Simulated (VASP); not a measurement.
# InP (Fm-3m) in VASP: a series of runs

Runs on InP. Level: PBE. Tasks: single point.

Everything below comes from runs of VASP 6.6.1. Logs are shortened: lines on timing, memory, paths and dates and some standing lists are left out, and cuts for length are marked.

### Step 1. The cell of the first run

The structure is cubic, space group Fm-3m (No. 225). The conventional cell has a = 5.577 Å, b = 5.577 Å, c = 5.577 Å, α = 90.00°, β = 90.00°, γ = 90.00°. Within 3.7 Å of In (site symmetry m-3m) lie 6 P at 2.79 Å. Within 3.7 Å of P (site symmetry m-3m) lie 6 In at 2.79 Å.

### Step 2. Single point, PBE (volume scaled by 1.020)

Contents of INCAR:

```
SYSTEM = InP
PREC = Accurate ; ENCUT = 520
EDIFF = 1E-6 ; ISMEAR = 0
SIGMA = 0.05 ; LREAL = .FALSE.
LASPH = .TRUE. ; NELM = 60
ALGO = Normal ; ISIF = 2
LWAVE = .FALSE. ; LCHARG = .TRUE.
GGA = PE ; LELF = .TRUE.
LVHAR = .TRUE. ; NBANDS = 16
```

Contents of KPOINTS:

```
Automatic mesh
0
G
  10 10 10
  0 0 0
```

Contents of POSCAR:

```
InP
1.0
    0.0000000000      2.7882927081      2.7882927081
    2.7882927081      0.0000000000      2.7882927081
    2.7882927081      2.7882927081      0.0000000000
In P
1 1
Direct
    0.0000000000      0.0000000000      0.0000000000
    0.5000000000      0.5000000000      0.5000000000
```

Potentials or basis: VASP PAW PBE potentials, release 64 (In_d, P).

On the command line:

```sh
$ cat potpaw_PBE.64/In_d/POTCAR potpaw_PBE.64/P/POTCAR > POTCAR
$ mpirun -np 1 vasp_std > vasp.out
```

OUTCAR:

```text
SYSTEM = InP
   PREC = Accurate
   ENCUT = 520
   EDIFF = 1E-6
   ISMEAR = 0
   LREAL = .FALSE.
   LASPH = .TRUE.
   NELM = 60
   ISIF = 2
   GGA = PE

 ion  position               nearest neighbor table
   1  0.000  0.000  0.000-   2 2.79   2 2.79   2 2.79   2 2.79   2 2.79   2 2.79
   2  0.500  0.500  0.500-   1 2.79   1 2.79   1 2.79   1 2.79   1 2.79   1 2.79

  LATTYP: Found a face centered cubic cell.
 ALAT       =     5.5765854162

  Lattice vectors:

 A1 = (   0.0000000000,   2.7882927081,   2.7882927081)
 A2 = (   2.7882927081,   0.0000000000,   2.7882927081)
 A3 = (   2.7882927081,   2.7882927081,   0.0000000000)

Analysis of symmetry for initial positions (statically):
=====================================================================
 Subroutine PRICEL returns:
 Original cell was already a primitive cell.

 Routine SETGRP: Setting up the symmetry group for a
 face centered cubic supercell.

 Subroutine GETGRP returns: Found 48 space group operations
 (whereof 48 operations were pure point group operations)
 out of a pool of 48 trial point group operations.

The static configuration has the point symmetry O_h .

Analysis of symmetry for dynamics (positions and initial velocities):
=====================================================================
 Subroutine PRICEL returns:
 Original cell was already a primitive cell.

 Routine SETGRP: Setting up the symmetry group for a
 face centered cubic supercell.

 Subroutine GETGRP returns: Found 48 space group operations
 (whereof 48 operations were pure point group operations)
 out of a pool of 48 trial point group operations.

The dynamic configuration has the point symmetry O_h .

 Subroutine INISYM returns: Found 48 space group operations
 (whereof 48 operations are pure point group operations),
 and found     1 'primitive' translations

----------------------------------------------------------------------------------------

                                     Primitive cell

  volume of cell :      43.3556

  direct lattice vectors                    reciprocal lattice vectors
     0.000000000  2.788292708  2.788292708    -0.179321202  0.179321202  0.179321202
     2.788292708  0.000000000  2.788292708     0.179321202 -0.179321202  0.179321202
     2.788292708  2.788292708  0.000000000     0.179321202  0.179321202 -0.179321202

  length of vectors
     3.943241364  3.943241364  3.943241364     0.310593433  0.310593433  0.310593433

  position of ions in fractional coordinates (direct lattice)
     0.000000000  0.000000000  0.000000000
     0.500000000  0.500000000  0.500000000

  ion indices of the primitive-cell ions
   primitive index   ion index
                 1           1
                 2           2

----------------------------------------------------------------------------------------

 KPOINTS: Automatic mesh

Automatic generation of k-mesh.
 Grid dimensions read from file:
 generate k-points for:   10   10   10

 Generating k-lattice:

  Cartesian coordinates                     Fractional coordinates (reciprocal lattice)
    -0.017932120  0.017932120  0.017932120     0.100000000  0.000000000  0.000000000
     0.017932120 -0.017932120  0.017932120     0.000000000  0.100000000  0.000000000
     0.017932120  0.017932120 -0.017932120     0.000000000  0.000000000  0.100000000

  Length of vectors
     0.031059343  0.031059343  0.031059343

  Shift w.r.t. Gamma in fractional coordinates (k-lattice)
     0.000000000  0.000000000  0.000000000

 Subroutine IBZKPT returns following result:
 ===========================================

 Found     47 irreducible k-points:

 Following reciprocal coordinates:
            Coordinates               Weight
  0.000000  0.000000  0.000000      1.000000
  0.100000  0.000000  0.000000      8.000000
  0.200000  0.000000  0.000000      8.000000
  0.300000  0.000000  0.000000      8.000000
  0.400000  0.000000  0.000000      8.000000
  0.500000  0.000000  0.000000      4.000000
[... 16 lines left out ...]
  0.300000  0.300000  0.000000      6.000000
  0.400000  0.300000  0.000000     24.000000
 [... further k-points ...]
   k-points           NKPTS =     47   k-points in BZ     NKDIM =     47   number of bands    NBANDS=     16
   number of dos      NEDOS =    301   number of ions     NIONS =      2
   total plane-waves  NPLWV =  27000
   dimension x,y,z NGX =    30 NGY =   30 NGZ =   30
   dimension x,y,z NGXF=    60 NGYF=   60 NGZF=   60
   ions per type =               1   1
   NGX,Y,Z   is equivalent  to a cutoff of  12.65, 12.65, 12.65 a.u.
   NGXF,Y,Z  is equivalent  to a cutoff of  25.30, 25.30, 25.30 a.u.
 SYSTEM =  InP
   PREC   = accura    normal or accurate (medium, high low for compatibility)
   ISTART =      0    job   : 0-new  1-cont  2-samecut
   ICHARG =      2    charge: 1-file 2-atom 10-const
   ISPIN  =      1    spin polarized calculation?
   LNONCOLLINEAR =      F non collinear calculations
   LSORBIT =      F    spin-orbit coupling
   LASPH  =      T    aspherical Exc in radial PAW
   ENCUT  =  520.0 eV  38.22 Ry    6.18 a.u.   7.33  7.33  7.33*2*pi/ulx,y,z
   NELM   =     60;   NELMIN=  2; NELMDL= -5     # of ELM steps
   EDIFF  = 0.1E-05   stopping-criterion for ELM
   LREAL  =      F    real-space projection
   EDIFFG = 0.1E-04   stopping-criterion for IOM
   NSW    =      0    number of steps for IOM
   IBRION =     -1    ionic relax: 0-MD 1-quasi-New 2-CG
   NFREE  =      0    steps in history (QN), initial steepest desc. (CG)
   ISIF   =      2    stress and relaxation
   ISYM   =      2    0-nonsym 1-usesym 2-fastsym
   POTIM  = 0.5000    time-step for ionic-motion
   TEBEG  =    0.0;   TEEND  =   0.0 temperature during run
   PSTRESS=    0.0 pullay stress
   NELECT =      18.0000    total number of electrons
   NUPDOWN=      -1.0000    fix difference up-down
   EMIN   =  10.00;   EMAX   =-10.00  energy-range for DOS
   EFERMI =   0.00;   METHOD = LEGACY
   ISMEAR =     0;   SIGMA  =   0.05  broadening in eV -4-tet -1-fermi 0-gaus
   EFERMI_NEDOS =   21; number of points for ismear=-14 and -15
   IALGO  =     38    algorithm
   IMIX   =      4    mixing-type and parameters
     AMIX     =   0.40;   BMIX     =  1.00
     AMIX_MAG =   1.60;   BMIX_MAG =  1.00
  volume/ion in A,a.u.               =      21.68       146.29
  Fermi-wavevector in a.u.,A,eV,Ry     =   1.221286  2.307895 20.293620  1.491539
  Thomas-Fermi vector in A             =   2.356473
   LORBIT       =      0    0 simple, 1 ext, 2 COOP (PROOUT), +10 PAW based schemes
   GGA     = PE    functional components
   LHFCALC =     F    Hartree Fock is set to
   AEXX    =    0.0000 exact exchange contribution
   IVDW    =     0    specifies the selected vdW correction
   LEPSILON=     F    determine dielectric tensor
   LRPA    =     F    only Hartree local field effects (RPA)
 non-spin polarized calculation
 Gauss-broadening in eV      SIGMA  =   0.05
  energy-cutoff  :      520.00
  volume of cell :       43.36
 maximum number of plane-waves:      1211
 NGX is ok and might be reduce to    30
   NGX = 15   NGY = 15   NGZ = 15

 number of electron      18.0000006 magnetization

 Free energy of the ion-electron system (eV)
  ---------------------------------------------------
  ext. energy  EPLUGINS =         0.00000000
  ---------------------------------------------------
  free energy    TOTEN  =        -7.92172810 eV

  energy without entropy =       -7.92042637  energy(sigma->0) =       -7.92107724

 E-fermi :   6.7429     XC(G=0): -10.3005

 val. band max:        6.7055770757   @ k =   0.3000   0.0000   0.0000
 cond. band min:       6.7477275206   @ k =   0.5000   0.3000   0.0000
 fundamental gap:      0.0421504449
 Fermi energy:         6.7429491373

 k-point     1 :       0.0000    0.0000    0.0000
  band No.  band energies     occupation
      1      -7.3924      2.00000
      2      -7.3924      2.00000
      3      -7.3735      2.00000
      4      -7.3735      2.00000
      5      -7.3735      2.00000
      6      -5.0826      2.00000
[... 8 lines left out ...]
     15      15.1355      0.00000
     16      15.1355      0.00000

 k-point     2 :       0.1000    0.0000    0.0000
  band No.  band energies     occupation
      1      -7.3967      2.00000
      2      -7.3967      2.00000
      3      -7.3736      2.00000
      4      -7.3674      2.00000
      5      -7.3674      2.00000
      6      -4.9614      2.00000
[... 8 lines left out ...]
     15      14.5160      0.00000
     16      15.1135      0.00000

 k-point     3 :       0.2000    0.0000    0.0000
  band No.  band energies     occupation
      1      -7.4107      2.00000
      2      -7.4107      2.00000
      3      -7.3749      2.00000
      4      -7.3486      2.00000
      5      -7.3486      2.00000
      6      -4.6059      2.00000
[... 8 lines left out ...]
     15      15.0046      0.00000
     16      15.0087      0.00000

 k-point     4 :       0.3000    0.0000    0.0000
  band No.  band energies     occupation
      1      -7.4290      2.00000
      2      -7.4290      2.00000
      3      -7.3777      2.00000
      4      -7.3243      2.00000
      5      -7.3243      2.00000
      6      -4.0524      2.00000
[... 8 lines left out ...]
     15      16.0097      0.00000
     16      16.0097      0.00000
[... 324 lines left out ...]
 k-point    22 :      -0.2000    0.2000    0.0000
  band No.  band energies     occupation
      1      -7.4448      2.00000
      2      -7.4294      2.00000
      3      -7.3680      2.00000
      4      -7.3339      2.00000
      5      -7.3256      2.00000
      6      -3.8313      2.00000
[... 8 lines left out ...]
     15      17.2013      0.00000
     16      18.3641      0.00000

 k-point    23 :       0.3000    0.3000    0.0000
  band No.  band energies     occupation
      1      -7.5590      2.00000
      2      -7.4064      2.00000
      3      -7.3635      2.00000
      4      -7.3066      2.00000
      5      -7.3066      2.00000
      6      -3.5826      2.00000
[... 8 lines left out ...]
     15      17.7853      0.00000
     16      19.4993      0.00000

 k-point    24 :       0.4000    0.3000    0.0000
  band No.  band energies     occupation
      1      -7.5960      2.00000
      2      -7.4075      2.00000
      3      -7.3662      2.00000
      4      -7.2961      2.00000
      5      -7.2899      2.00000
      6      -3.0423      2.00000
[... 8 lines left out ...]
     15      18.6340      0.00000
     16      19.8972      0.00000

 [... further k-points ...]
[... 5 lines left out ...]
  --------------------------------------------------------------------------------------
  -------------------------------------------------------------------------------------
  Total       -0.3887481     -0.3887481     -0.3887481     -0.0000000     -0.0000000      0.0000000
  in kB      -14.3659297    -14.3659297    -14.3659297     -0.0000000     -0.0000000      0.0000000
  external PRESSURE =     -14.3659297 kB  Pullay stress =       0.0000000 kB

 VOLUME and BASIS-vectors are now :
 -----------------------------------------------------------------------------
  energy-cutoff  :      520.00
  volume of cell :       43.36
      direct lattice vectors                 reciprocal lattice vectors
     0.000000000  2.788292708  2.788292708    -0.179321202  0.179321202  0.179321202
     2.788292708  0.000000000  2.788292708     0.179321202 -0.179321202  0.179321202
     2.788292708  2.788292708  0.000000000     0.179321202  0.179321202 -0.179321202

 POSITION                                       TOTAL-FORCE (eV/Angst)
 -----------------------------------------------------------------------------------
      0.00000      0.00000      0.00000         0.000000      0.000000     -0.000000
      2.78829      2.78829      2.78829        -0.000000     -0.000000      0.000000
 -----------------------------------------------------------------------------------
    total drift:                               -0.000000      0.000000      0.000000

  FREE ENERGIE OF THE ION-ELECTRON SYSTEM (eV)
  ---------------------------------------------------
  free  energy   TOTEN  =        -7.9217281038 eV

  energy  without entropy=       -7.9204263686  energy(sigma->0) =       -7.92107724
```

Run time: 34 s. Hardware: 1 thread of Intel Xeon Platinum 8488C (Sapphire Rapids), shared host; peak memory 0.18 GiB.

Results:

```
Free energy            : -7.9217 eV
Pressure               : -1.4 GPa
Band gap on the k mesh : zero (band 9 reaches 7.04 eV, above the bottom of band 10 at 4.51 eV)
```

Caveat: spin-orbit coupling is left out, which moves the levels of the heavy elements.

(Part 1 of 2 ends here.)
